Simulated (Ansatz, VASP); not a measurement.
# One calculation of NaRu3W4, two programs

```
Na Ru W
1.0
    -3.13316    3.13316    3.13316
     3.13316   -3.13316    3.13316
     3.13316    3.13316   -3.13316
Na Ru W
1 3 4
Direct
  0.00000 0.00000 0.00000
  0.00000 0.50000 0.50000
  0.50000 0.00000 0.50000
  0.50000 0.50000 0.00000
  0.50000 0.50000 0.50000
  0.00000 0.00000 0.50000
  0.00000 0.50000 0.00000
  0.50000 0.00000 0.00000
```

Alike in both runs: functional PBE; k mesh 8 × 8 × 8; occupations gaussian, width 0.1 eV; no spin polarisation.

Ansatz relaxed the structure, and its values are those at the end. VASP's run is a single point on that final structure, the one shown.

|  | VASP | Ansatz |
| --- | --- | --- |
| version | VASP 6.6.1 | Ansatz 0.2.0 |
| potentials or method | VASP PAW PBE potentials, release 64 (Na_pv, Ru_pv, W_sv), cutoff 520 eV | scalar-relativistic, plane waves, PAW |
| valence electrons in the cell | 105 | 113 |

|  | VASP | Ansatz | Ansatz less VASP |
| --- | --- | --- | --- |
| gap on the k mesh at the Fermi level (eV) | none | none | - |
| pressure (GPa) | 0.3 | 0.0 | -0.28 |

A gap of «none» marks a metal or a gap that the smearing closes. With one functional, cell and mesh, what is left measures potentials, basis and numerics. VASP's potentials hold 105 valence electrons a cell and Ansatz's 113, so a difference there can come from the potentials and not from the codes.

Spin-orbit coupling is off throughout.
